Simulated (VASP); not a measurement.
Here is a VASP 6.6.1 calculation.

INCAR

```
SYSTEM = ZnS
PREC = Accurate
ENCUT = 600
EDIFF = 1E-7
ISMEAR = -1
SIGMA = 0.05
LREAL = .FALSE.
LASPH = .TRUE.
NELM = 80
ALGO = Normal
ISIF = 3
LWAVE = .FALSE.
LCHARG = .FALSE.
GGA = PE
IBRION = 2
NSW = 100
EDIFFG = -0.005
```

File KPOINTS:

```
regular mesh
0
G
  15 15 15
  0 0 0
```

Contents of POSCAR:

```
ZnS
1.0
    0.0000000000      2.3257586486      2.3257586486
    2.3257586486      0.0000000000      2.3257586486
    2.3257586486      2.3257586486      0.0000000000
Zn S
1 1
Direct
    0.0000000000      0.0000000000      0.0000000000
    0.5000000000      0.5000000000      0.5000000000
```

Potentials or basis: VASP PAW PBE potentials, release 64 (Zn, S).

Run with:

```console
$ cat potpaw_PBE.64/Zn/POTCAR potpaw_PBE.64/S/POTCAR > POTCAR
$ mpirun -np 1 vasp_std > vasp.out
```

Task: What does it give for the space group after relaxing (to 0.05 Å)?

Result: Fm-3m (No. 225).

Task: Predict the relaxed volume.

Result: 16.64 Å³/atom.

Task: What does it give for the relaxed cell?

Result: a = 3.610 Å, b = 3.610 Å, c = 3.610 Å, α = 60.00°, β = 60.00°, γ = 60.00°.

Task: Estimate the band gap on the k mesh.

Result: Zero (band 9 reaches 3.79 eV, above the bottom of band 10 at 3.55 eV).

Step by step:
```
step  energy change (eV)  largest force (eV/Å)  pressure (GPa)  volume (Å³)
   1              0.0000                0.0000           45.25        25.16
   2             -0.5986                0.0000          -10.90        40.44
   3             -0.8896                0.0000            0.03        33.27
```

Caveat: the volume moved by over 15 % at a fixed basis, so the end points are rough.
